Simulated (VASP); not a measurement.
Input of a VASP 6.6.1 run:

Contents of INCAR:

```
PREC = Accurate ; ENCUT = 600
EDIFF = 1E-6 ; ISMEAR = 0
SIGMA = 0.1 ; LREAL = False
LASPH = True ; NELM = 100
ALGO = Fast ; ISIF = 3
LWAVE = False ; LCHARG = False
GGA = PE ; IBRION = 2
NSW = 100 ; EDIFFG = -0.01
```

Contents of KPOINTS:

```
Automatic mesh
0
Gamma
  10 10 10
```

File POSCAR:

```
KNb3
1.0
    4.3697624990      0.0000000000      0.0000000000
    0.0000000000      4.3697624990      0.0000000000
    0.0000000000      0.0000000000      4.3697624990
K Nb
1 3
Direct
    0.0000000000      0.0000000000      0.0000000000
    0.0000000000      0.5000000000      0.5000000000
    0.5000000000      0.0000000000      0.5000000000
    0.5000000000      0.5000000000      0.0000000000
```

Potentials or basis: VASP PAW PBE potentials, release 64 (K_sv, Nb_sv).

Launch:

```bash
$ cat potpaw_PBE.64/K_sv/POTCAR potpaw_PBE.64/Nb_sv/POTCAR > POTCAR
$ mpirun -np 1 vasp_std > vasp.out
```

Task: Estimate the relaxed cell.

Result: a = 4.377 Å, b = 4.377 Å, c = 4.377 Å, α = 90.00°, β = 90.00°, γ = 90.00°.

Task: What does it give for the space group after relaxing (to 0.1 Å)?

Result: Pm-3m (No. 221).

Final structure:
```yaml
crystal:
  lattice:
    - [4.37716, 0.00000, 0.00000]
    - [0.00000, 4.37716, 0.00000]
    - [0.00000, 0.00000, 4.37716]
  atoms:
    - { symbol: K, position: [0.00000, 0.00000, 0.00000] }
    - { symbol: Nb, position: [0.00000, 0.50000, 0.50000] }
    - { symbol: Nb, position: [0.50000, 0.00000, 0.50000] }
    - { symbol: Nb, position: [0.50000, 0.50000, 0.00000] }
```
